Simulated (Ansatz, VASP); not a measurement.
## RbRe: VASP beside Ansatz

```
Rb Re
1.0
     4.02734    0.00000    0.00000
     0.00000    2.97761    0.00000
     0.00000    0.00000   11.10779
Rb Re
2 2
Direct
  0.75000 0.00000 0.71618
  0.25000 0.00000 0.28382
  0.75000 0.50000 0.05574
  0.25000 0.50000 0.94426
```

Alike in both runs: functional PBE; k mesh 4 × 6 × 4; occupations gaussian, width 0.1 eV; no spin polarisation.

Ansatz relaxed the structure, and its values are those at the end. VASP's run is a single point on that final structure, the one shown.

|  | VASP | Ansatz |
| --- | --- | --- |
| version | VASP 6.6.1 | Ansatz 0.2.0 |
| potentials or method | VASP PAW PBE potentials, release 64 (Rb_sv, Re), cutoff 520 eV | scalar-relativistic, plane waves, PAW |
| valence electrons in the cell | 32 | 48 |

```csv
,VASP,Ansatz,Ansatz less VASP
gap on the k mesh at the Fermi level (eV),none,none,-
pressure (GPa),-0.4,0.0,+0.45
rms of the force components (eV/Å),0.087,0.006,-0.0811
```

A gap of «none» marks a metal or a gap that the smearing closes. VASP's potentials hold 32 valence electrons a cell and Ansatz's 48, so a difference there can come from the potentials and not from the codes.

The k mesh is coarse, so the values compare programs but aren't converged. Neither program's run includes spin-orbit coupling.
